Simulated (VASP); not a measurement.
C: relaxation of cell and atoms with PBEsol

The system is C.

```
CELL_PARAMETERS angstrom
0.00000 1.78337 1.78337
1.78337 0.00000 1.78337
1.78337 1.78337 0.00000
ATOMIC_POSITIONS crystal
C 0.00000 0.00000 0.00000
C 0.25000 0.25000 0.25000
```

| Item | Value |
| --- | --- |
| Program | VASP 6.6.1 |
| Task | relaxation of cell and atoms |
| Functional | PBEsol |
| Potentials or basis | VASP PAW PBE potentials, release 64 (C) |
| Cutoff | 600 eV |
| k mesh | 12 × 12 × 12 |
| Occupations | gaussian, width 0.02 eV |
| Spin | no spin polarisation |
| Dipole correction | no |
| Further INCAR settings | ALGO = Normal; EDIFF = 1e-06; IBRION = 2; EDIFFG = -0.005; NSW = 100; ISIF = 3 |

```json
{
  "Relaxed volume": "5.62 Å³/atom",
  "Relaxed cell": "a = 2.514 Å, b = 2.514 Å, c = 2.514 Å, α = 60.00°, β = 60.00°, γ = 60.00°",
  "Space group after relaxing (to 0.05 Å)": "Fd-3m (No. 227)",
  "Energy gained by relaxing": "0.8 meV/atom",
  "Ionic steps": "3",
  "Pressure after relaxing": "0.0 GPa",
  "Band gap on the k mesh": "4.06 eV, indirect (least direct gap 5.57 eV)"
}
```

Step by step:
| step | energy change (eV) | largest force (eV/Å) | pressure (GPa) | volume (Å³) |
| --- | --- | --- | --- | --- |
| 1 | 0.0000 | 0.0000 | -4.41 | 11.34 |
| 2 | 0.0010 | 0.0000 | 5.83 | 11.09 |
| 3 | -0.0016 | 0.0000 | -0.01 | 11.23 |

Final structure:
```cif
data_structure
_symmetry_space_group_name_H-M 'P 1'
_symmetry_Int_Tables_number 1
_cell_length_a 2.5137
_cell_length_b 2.5137
_cell_length_c 2.5137
_cell_angle_alpha 60.000
_cell_angle_beta 60.000
_cell_angle_gamma 60.000
_cell_volume 11.23
loop_
_atom_site_label
_atom_site_type_symbol
_atom_site_fract_x
_atom_site_fract_y
_atom_site_fract_z
_atom_site_occupancy
C1 C 0.00000 0.00000 0.00000 1
C2 C 0.25000 0.25000 0.25000 1
```

Levels at points of the mesh, in eV from the valence-band top:
| k point | band 1 | band 2 | band 3 | band 4 | band 5 | band 6 | band 7 | band 8 |
| --- | --- | --- | --- | --- | --- | --- | --- | --- |
| (0.00, 0.00, 0.00) | -21.66 | 0.00 | 0.00 | 0.00 | 5.57 | 5.57 | 5.57 | 13.60 |
| (0.50, 0.00, 0.00) | -15.77 | -13.58 | -2.84 | -2.84 | 8.43 | 8.43 | 8.97 | 15.58 |
| (0.50, 0.50, 0.00) | -12.85 | -12.85 | -6.40 | -6.40 | 4.62 | 4.62 | 16.93 | 16.93 |

It took 5.5 s on 1 thread of Intel(R) Xeon(R) 6975P-C (Granite Rapids) (shared host), peak memory 0.11 GiB.

Caveat: the PAW data sets were made with another functional, which shifts forces and pressure a little. A k mesh can miss the band edges.
